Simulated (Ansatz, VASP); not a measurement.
**One calculation of Hf, two programs**

INCAR

```
SYSTEM = Hf
PREC = Accurate
ENCUT = 600
EDIFF = 1E-6
ISMEAR = 0
SIGMA = 0.1
LREAL = .FALSE.
LASPH = .TRUE.
NELM = 100
ALGO = Normal
ISIF = 3
LWAVE = .FALSE.
LCHARG = .FALSE.
GGA = PS
IBRION = 2
NSW = 80
EDIFFG = -0.01
```

Contents of KPOINTS:

```
Automatic mesh
0
G
  16 16 16
  0 0 0
```

File POSCAR:

```
Hf
1.0
    0.0000000000      2.2229131116      2.2229131116
    2.2229131116      0.0000000000      2.2229131116
    2.2229131116      2.2229131116      0.0000000000
Hf
1
Direct
    0.0000000000      0.0000000000      0.0000000000
```

Input for Ansatz:

```yaml
crystal:
  lattice:
    - [0.0, 2.2229131116, 2.2229131116]
    - [2.2229131116, 0.0, 2.2229131116]
    - [2.2229131116, 2.2229131116, 0.0]
  atoms:
    - { symbol: Hf, position: [0.0, 0.0, 0.0] }
basis:
  ecutwfc: 420
kpoints:
  mp_grid: { grid: [16, 16, 16] }
hamiltonian:
  xc: pbesol
scf:
  occupations: { method: gaussian, width: 0.1 }
output:
  forces: true
  stress: true
  eigenvalues: true
relax:
  adjacent_minimum: "off"
  f_tol: 0.01
  max_steps: 60
  cell: { stress_tol: 0.1 }
```

Alike in both runs: task relaxation of cell and atoms; functional PBEsol; k mesh 16 × 16 × 16; occupations gaussian, width 0.1 eV; no spin polarisation.

|  | VASP | Ansatz |
| --- | --- | --- |
| version | VASP 6.6.1 | Ansatz 0.2.0 |
| potentials or method | VASP PAW PBE potentials, release 64 (Hf_pv), cutoff 600 eV | scalar-relativistic, plane waves, PAW |
| valence electrons in the cell | 10 | 26 |

```tsv
	VASP	Ansatz	Ansatz less VASP
gap on the k mesh at the Fermi level, each at its own relaxed structure (eV)	none	none	-
relaxed volume (Å³/atom)	21.48	21.56	+0.089
relaxed cell length with the largest relative difference (Å)	3.120	3.124	+0.0043
```

VASP's potentials were made for PBE, not for PBEsol. A gap of «none» marks a metal or a gap that the smearing closes. VASP's potentials hold 10 valence electrons a cell and Ansatz's 26, so a difference there can come from the potentials and not from the codes.

Neither program's run includes spin-orbit coupling.
